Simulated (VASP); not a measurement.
Wanted: the native input for a VASP 6.6.1 run.

| Item | Value |
| --- | --- |
| Task | single point |
| Functional | PBE |
| Potentials or basis | VASP PAW PBE potentials, release 64 (Si, C) |
| Cutoff | 520 eV |
| k mesh | 10 × 10 × 6 |
| Occupations | gaussian, width 0.02 eV |
| Spin | no spin polarisation |
| Dipole correction | no |
| Further INCAR settings | ALGO = Normal; EDIFF = 1e-06; NBANDS = 16 |

The structure of SiC lies in POSCAR:

```
SiC
1.0
    2.2555588600      2.2555588600      0.0000000000
   -2.2555588600      2.2555588600      0.0000000000
    0.0000000000      0.0000000000      4.2896264655
Si C
2 2
Direct
    0.5000000000      0.0000000000      0.7500000000
    0.0000000000      0.5000000000      0.2500000000
    0.0000000000      0.0000000000      0.0000000000
    0.5000000000      0.5000000000      0.5000000000
```

This cell differs from its parent crystal: biaxial strain in the a-b plane: +3.0 %, then relaxed in part.

These files were run (other wordings do the same):

INCAR

```
SYSTEM = SiC
PREC = Accurate
ENCUT = 520
EDIFF = 1E-6
ISMEAR = 0
SIGMA = 0.02
LREAL = .False.
LASPH = .True.
NELM = 60
ALGO = Normal
ISIF = 2
LWAVE = .False.
LCHARG = .True.
GGA = PE
LELF = .True.
LVHAR = .True.
NBANDS = 16
```

KPOINTS

```
Automatic mesh
0
Gamma
  10 10 6
  0 0 0
```

Potentials or basis: VASP PAW PBE potentials, release 64 (Si, C).

The run is started by

```sh
$ cat potpaw_PBE.64/Si/POTCAR potpaw_PBE.64/C/POTCAR > POTCAR
$ mpirun -np 1 vasp_std > vasp.out
```

It gave:

- Pressure: -7.7 GPa
- Band gap on the k mesh: 0.92 eV

Caveat: the cell differs from its parent crystal (biaxial strain in the a-b plane: +3.0 %, then relaxed in part).

Wall time 58 s on 1 thread of Intel Xeon 8259CL, on a shared host, peak memory 0.17 GiB.
